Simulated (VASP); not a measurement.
# As in VASP: notebook, part 2 of 2

VASP 6.6.1. Earlier steps stand in the parts before.

## 4. Single point, PBE

Input file INCAR:

```
PREC     = Accurate       # precision mode
ENCUT    = 520            # plane-wave cutoff, eV
EDIFF    = 1E-7           # SCF threshold, eV
ISMEAR   = 0              # smearing method
SIGMA    = 0.02           # smearing width, eV
LREAL    = F              # projectors in reciprocal space
LASPH    = T              # aspherical terms in the spheres
NELM     = 80             # most SCF steps
ALGO     = Normal         # electronic algorithm
ISIF     = 2              # what is computed and relaxed
LWAVE    = F              # write WAVECAR
LCHARG   = F              # write CHGCAR
LDIPOL   = T            
IDIPOL   = 3            
DIPOL    = 0.5 0.5 0.500
GGA      = PE             # functional
NBANDS   = 12             # bands
```

Input file KPOINTS:

```
regular mesh
0
Gamma
  9 9 1
```

Input file POSCAR:

```
As
1.0
    3.6700000000      0.0000000000      0.0000000000
   -1.8350000000      3.1783132319      0.0000000000
    0.0000000000      0.0000000000     28.0000000000
As
2
Direct
    0.3333333333      0.6666666667      0.5053214286
    0.6666666667      0.3333333333      0.4946785714
```

Potentials or basis: VASP PAW PBE potentials, release 64 (As).

The run is started by

```
$ cat potpaw_PBE.64/As/POTCAR > POTCAR
$ mpirun -np 1 vasp_std > vasp.out
```

OUTCAR:

```text
PREC = Accurate
   ENCUT = 520
   EDIFF = 1E-7
   ISMEAR = 0
   LREAL = F
   LASPH = T
   NELM = 80
   ISIF = 2
   GGA = PE

 ion  position               nearest neighbor table
   1  0.333  0.667  0.505-   2 2.14   2 2.14   2 2.14
   2  0.667  0.333  0.495-   1 2.14   1 2.14   1 2.14

  LATTYP: Found a hexagonal cell.
 ALAT       =     3.6700000000
 C/A-ratio  =     7.6294277929

  Lattice vectors:

 A1 = (   3.6700000000,   0.0000000000,   0.0000000000)
 A2 = (  -1.8350000000,   3.1783132319,   0.0000000000)
 A3 = (   0.0000000000,   0.0000000000,  28.0000000000)

Analysis of symmetry for initial positions (statically):
=====================================================================
 Subroutine PRICEL returns:
 Original cell was already a primitive cell.

 Routine SETGRP: Setting up the symmetry group for a
 hexagonal supercell.

 Subroutine GETGRP returns: Found 12 space group operations
 (whereof 12 operations were pure point group operations)
 out of a pool of 24 trial point group operations.

The static configuration has the point symmetry D_3d.

Analysis of symmetry for dynamics (positions and initial velocities):
=====================================================================
 Subroutine PRICEL returns:
 Original cell was already a primitive cell.

 Routine SETGRP: Setting up the symmetry group for a
 hexagonal supercell.

 Subroutine GETGRP returns: Found 12 space group operations
 (whereof 12 operations were pure point group operations)
 out of a pool of 24 trial point group operations.

The dynamic configuration has the point symmetry D_3d.

 Subroutine INISYM returns: Found 12 space group operations
 (whereof 12 operations are pure point group operations),
 and found     1 'primitive' translations

----------------------------------------------------------------------------------------

                                     Primitive cell

  volume of cell :     326.6035

  direct lattice vectors                    reciprocal lattice vectors
     3.670000000  0.000000000  0.000000000     0.272479564  0.157316150  0.000000000
    -1.835000000  3.178313232  0.000000000     0.000000000  0.314632299  0.000000000
     0.000000000  0.000000000 28.000000000     0.000000000  0.000000000  0.035714286

  length of vectors
     3.670000000  3.670000000 28.000000000     0.314632299  0.314632299  0.035714286

  position of ions in fractional coordinates (direct lattice)
     0.333333333  0.666666667  0.505321429
     0.666666667  0.333333333  0.494678571

  ion indices of the primitive-cell ions
   primitive index   ion index
                 1           1
                 2           2

----------------------------------------------------------------------------------------

 KPOINTS: regular mesh

Automatic generation of k-mesh.
 Grid dimensions read from file:
 generate k-points for:    9    9    1

 Generating k-lattice:

  Cartesian coordinates                     Fractional coordinates (reciprocal lattice)
     0.030275507  0.017479572  0.000000000     0.111111111 -0.000000000  0.000000000
[... 30 lines left out ...]
   total plane-waves  NPLWV = 164640
   dimension x,y,z NGX =    28 NGY =   28 NGZ =  210
   dimension x,y,z NGXF=    56 NGYF=   56 NGZF=  420
   ions per type =               2
   NGX,Y,Z   is equivalent  to a cutoff of  12.68, 12.68, 12.47 a.u.
   NGXF,Y,Z  is equivalent  to a cutoff of  25.37, 25.37, 24.94 a.u.
 SYSTEM =  unknown system
   PREC   = accura    normal or accurate (medium, high low for compatibility)
   ISTART =      0    job   : 0-new  1-cont  2-samecut
   ICHARG =      2    charge: 1-file 2-atom 10-const
   ISPIN  =      1    spin polarized calculation?
   LNONCOLLINEAR =      F non collinear calculations
   LSORBIT =      F    spin-orbit coupling
   LASPH  =      T    aspherical Exc in radial PAW
   ENCUT  =  520.0 eV  38.22 Ry    6.18 a.u.   6.82  6.82 52.06*2*pi/ulx,y,z
   NELM   =     80;   NELMIN=  2; NELMDL= -5     # of ELM steps
   EDIFF  = 0.1E-06   stopping-criterion for ELM
   LREAL  =      F    real-space projection
   EDIFFG = 0.1E-05   stopping-criterion for IOM
   NSW    =      0    number of steps for IOM
   IBRION =     -1    ionic relax: 0-MD 1-quasi-New 2-CG
   NFREE  =      0    steps in history (QN), initial steepest desc. (CG)
   ISIF   =      2    stress and relaxation
   ISYM   =      2    0-nonsym 1-usesym 2-fastsym
   POTIM  = 0.5000    time-step for ionic-motion
   TEBEG  =    0.0;   TEEND  =   0.0 temperature during run
   PSTRESS=    0.0 pullay stress
   NELECT =      10.0000    total number of electrons
   NUPDOWN=      -1.0000    fix difference up-down
   EMIN   =  10.00;   EMAX   =-10.00  energy-range for DOS
   EFERMI =   0.00;   METHOD = LEGACY
   ISMEAR =     0;   SIGMA  =   0.02  broadening in eV -4-tet -1-fermi 0-gaus
   EFERMI_NEDOS =   21; number of points for ismear=-14 and -15
   IALGO  =     38    algorithm
   IMIX   =      4    mixing-type and parameters
     AMIX     =   0.40;   BMIX     =  1.00
     AMIX_MAG =   1.60;   BMIX_MAG =  1.00
  volume/ion in A,a.u.               =     163.30      1102.01
  Fermi-wavevector in a.u.,A,eV,Ry     =   0.512155  0.967832  3.568842  0.262303
  Thomas-Fermi vector in A             =   1.526000
   LORBIT       =      0    0 simple, 1 ext, 2 COOP (PROOUT), +10 PAW based schemes
   GGA     = PE    functional components
   LHFCALC =     F    Hartree Fock is set to
   AEXX    =    0.0000 exact exchange contribution
   IVDW    =     0    specifies the selected vdW correction
   LEPSILON=     F    determine dielectric tensor
   LRPA    =     F    only Hartree local field effects (RPA)
 non-spin polarized calculation
 Gauss-broadening in eV      SIGMA  =   0.02
  energy-cutoff  :      520.00
  volume of cell :      326.60
 maximum number of plane-waves:      8832
 NGX is ok and might be reduce to    28
   NGX = 13   NGY = 13   NGZ =105

 number of electron      10.0000000 magnetization

 number of electron       9.9999999 magnetization

 dipolmoment           0.000000      0.000000     -0.000000 electrons x Angstroem

 Free energy of the ion-electron system (eV)
  ---------------------------------------------------
  ext. energy  EPLUGINS =         0.00000000
  ---------------------------------------------------
  free energy    TOTEN  =        -5.67031826 eV

  energy without entropy =       -5.66892665  energy(sigma->0) =       -5.66962245

 E-fermi :  -2.8225     XC(G=0):  -1.6294

 val. band max:       -2.8357980070   @ k =   0.2222   0.2222   0.0000
 cond. band min:      -2.8043022345   @ k =   0.3333   0.1111   0.0000
 fundamental gap:      0.0314957725
 Fermi energy:        -2.8224856170

 k-point     1 :       0.0000    0.0000    0.0000
  band No.  band energies     occupation
      1     -19.6164      2.00000
      2      -8.5722      2.00000
      3      -7.1865      2.00000
      4      -7.1865      2.00000
      5      -5.2006      2.00000
      6      -1.2636      0.00000
      7      -1.2636      0.00000
      8      -0.7845      0.00000
      9       0.9598      0.00000
     10       1.2741      0.00000
     11       1.6451      0.00000
     12       1.7065      0.00000
[... 151 lines left out ...]
 k-point    12 :       0.3333    0.3333    0.0000
  band No.  band energies     occupation
      1     -15.8823      2.00000
      2     -15.8823      2.00000
      3     -10.9090      2.00000
      4      -4.8025      2.00000
      5      -4.8025      2.00000
      6       1.0017      0.00000
      7       1.5624      0.00000
      8       1.5624      0.00000
      9       2.7662      0.00000
     10       4.2338      0.00000
     11       4.2338      0.00000
     12       5.4322      0.00000

------------------------ aborting loop because EDIFF is reached ----------------------------------------

 vacuum level on the upper side and lower side of the slab       (xc-potential included)        -0.011        -0.011

  FORCE on cell =-STRESS in cart. coord.  units (eV):
  Direction    XX          YY          ZZ          XY          YZ          ZX
  --------------------------------------------------------------------------------------
  -------------------------------------------------------------------------------------
  Total       17.1749574     17.1749574      0.7590447     -0.0000000      0.0000000      0.0000000
  in kB       84.2530168     84.2530168      3.7235495     -0.0000000      0.0000000      0.0000000
  external PRESSURE =      57.4098610 kB  Pullay stress =       0.0000000 kB

 VOLUME and BASIS-vectors are now :
 -----------------------------------------------------------------------------
  energy-cutoff  :      520.00
  volume of cell :      326.60
      direct lattice vectors                 reciprocal lattice vectors
     3.670000000  0.000000000  0.000000000     0.272479564  0.157316150  0.000000000
    -1.835000000  3.178313232  0.000000000     0.000000000  0.314632299  0.000000000
     0.000000000  0.000000000 28.000000000     0.000000000  0.000000000  0.035714286

 POSITION                                       TOTAL-FORCE (eV/Angst)
 -----------------------------------------------------------------------------------
     -0.00000      2.11888     14.14900         0.000000      0.000000      2.554560
      1.83500      1.05944     13.85100        -0.000000      0.000000     -2.554560
 -----------------------------------------------------------------------------------
    total drift:                                0.000000      0.000000      0.000000

  FREE ENERGIE OF THE ION-ELECTRON SYSTEM (eV)
  ---------------------------------------------------
  free  energy   TOTEN  =        -5.6703182567 eV

  energy  without entropy=       -5.6689266526  energy(sigma->0) =       -5.66962245

 vacuum level on the upper side and lower side of the slab         1.234         1.234
```

It took 66 s on 1 thread of Intel Xeon Platinum 8124M at 3.00GHz (Skylake/Cascade Lake), shared host; peak memory 0.4 GiB.

What came out:

| Property | Result |
| --- | --- |
| Free energy | -5.6703 eV |
| Largest force | 2.555 eV/Å |
| Band gap on the k mesh | zero (band 5 reaches -2.70 eV, above the bottom of band 6 at -3.53 eV) |

Forces on the atoms (eV/Å):
```
As   0.000  0.000  2.555
As   0.000  0.000 -2.555
```

## 5. Single point, PBE

Input file INCAR:

```
SYSTEM = As
PREC = Accurate ; ENCUT = 520
EDIFF = 1E-6 ; ISMEAR = 0
SIGMA = 0.02 ; LREAL = .FALSE.
LASPH = .TRUE. ; NELM = 60
ALGO = Normal ; ISIF = 2
LWAVE = .FALSE. ; LCHARG = .TRUE.
LDIPOL = .TRUE. ; IDIPOL = 3
DIPOL = 0.5 0.5 0.500 ; GGA = PE
LELF = .TRUE. ; LVHAR = .TRUE.
LVACPOTAV = .TRUE. ; NBANDS = 12
```

Input file KPOINTS:

```
regular mesh
0
G
  9 9 1
  0 0 0
```

Input file POSCAR:

```
As
1.0
    3.6700000000      0.0000000000      0.0000000000
   -1.8350000000      3.1783132319      0.0000000000
    0.0000000000      0.0000000000     28.0000000000
As
2
Direct
    0.3333333333      0.6666666667      0.5159642857
    0.6666666667      0.3333333333      0.4840357143
```

The run is started by

```
$ cat potpaw_PBE.64/As/POTCAR > POTCAR
$ mpirun -np 1 vasp_std > vasp.out
```

Wall time 73 s (1 thread of Intel Xeon Platinum 8124M at 3.00GHz (Skylake/Cascade Lake), shared host); peak memory 0.4 GiB.

Results (log left out):

```
Free energy            : -7.9313 eV
Largest force          : 4.276 eV/Å
Band gap on the k mesh : zero (band 5 reaches -3.10 eV, above the bottom of band 6 at -3.29 eV)
```

Forces in eV/Å, atoms in the order of the input:
```
As   0.000  0.000  4.276
As   0.000  0.000 -4.276
```

Levels at points of the mesh, in eV from the Fermi level:
```
           k point  band 3  band 4  band 5  band 6  band 7  band 8
(0.00, 0.00, 0.00)   -3.02   -3.02   -1.09    0.05    1.87    1.87
```
